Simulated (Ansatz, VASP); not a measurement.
**Al3Cl: VASP beside Ansatz**

Contents of INCAR:

```
PREC = Accurate
ENCUT = 600
EDIFF = 1E-6
ISMEAR = 0
SIGMA = 0.1
LREAL = False
LASPH = True
NELM = 80
ALGO = Normal
ISIF = 3
LWAVE = False
LCHARG = False
GGA = PE
IBRION = 2
NSW = 80
EDIFFG = -0.001
```

File KPOINTS:

```
Automatic mesh
0
Gamma
  12 12 2
```

File POSCAR:

```
Al3Cl
1.0
    3.1808634429      0.0000000000      0.0000000000
   -1.5904317214      2.7547085475      0.0000000000
    0.0000000000      0.0000000000     18.0767425111
Al Cl
6 2
Direct
    0.3333333333      0.6666666667      0.7114271578
    0.0000000000      0.0000000000      0.8231938673
    0.6666666667      0.3333333333      0.9409830930
    0.6666666667      0.3333333333      0.2885728422
    0.0000000000      0.0000000000      0.1768061327
    0.3333333333      0.6666666667      0.0590169070
    0.6666666667      0.3333333333      0.6181727608
    0.3333333333      0.6666666667      0.3818272392
```

Input for Ansatz:

```yaml
crystal:
  lattice:
    - [3.1808634429, 0.0, 0.0]
    - [-1.5904317214, 2.7547085475, 0.0]
    - [0.0, 0.0, 18.0767425111]
  atoms:
    - { symbol: Al, position: [0.3333333333, 0.6666666667, 0.7114271578] }
    - { symbol: Al, position: [0.0, 0.0, 0.8231938673] }
    - { symbol: Al, position: [0.6666666667, 0.3333333333, 0.940983093] }
    - { symbol: Al, position: [0.6666666667, 0.3333333333, 0.2885728422] }
    - { symbol: Al, position: [0.0, 0.0, 0.1768061327] }
    - { symbol: Al, position: [0.3333333333, 0.6666666667, 0.059016907] }
    - { symbol: Cl, position: [0.6666666667, 0.3333333333, 0.6181727608] }
    - { symbol: Cl, position: [0.3333333333, 0.6666666667, 0.3818272392] }
basis:
  ecutwfc: 420
kpoints:
  mp_grid: { grid: [12, 12, 2] }
hamiltonian:
  xc: pbe
scf:
  occupations: { method: gaussian, width: 0.1 }
output:
  forces: true
  stress: true
  eigenvalues: true
relax:
  adjacent_minimum: "off"
  f_tol: 0.001
  max_steps: 60
  cell: { stress_tol: 0.01 }
```

Alike in both runs: task relaxation of cell and atoms; functional PBE; k mesh 12 × 12 × 2; occupations gaussian, width 0.1 eV; no spin polarisation.

|  | VASP | Ansatz |
| --- | --- | --- |
| version | VASP 6.6.1 | Ansatz 0.2.0 |
| potentials or method | VASP PAW PBE potentials, release 64 (Al, Cl), cutoff 600 eV | scalar-relativistic, plane waves, PAW |
| valence electrons in the cell | 32 | 32 |

Ansatz gave:

- gap on the k mesh at the Fermi level, each at its own relaxed structure (eV): none
- relaxed volume (Å³/atom): 19.76
- relaxed length of the cell vector where the two differ most in proportion (Å): 18.021

Q: Which values does VASP return?

A: gap on the k mesh at the Fermi level, each at its own relaxed structure (eV): none; relaxed volume (Å³/atom): 19.79; relaxed length of the cell vector where the two differ most in proportion (Å): 18.065.

A gap of «none» marks a metal or a gap that the smearing closes.
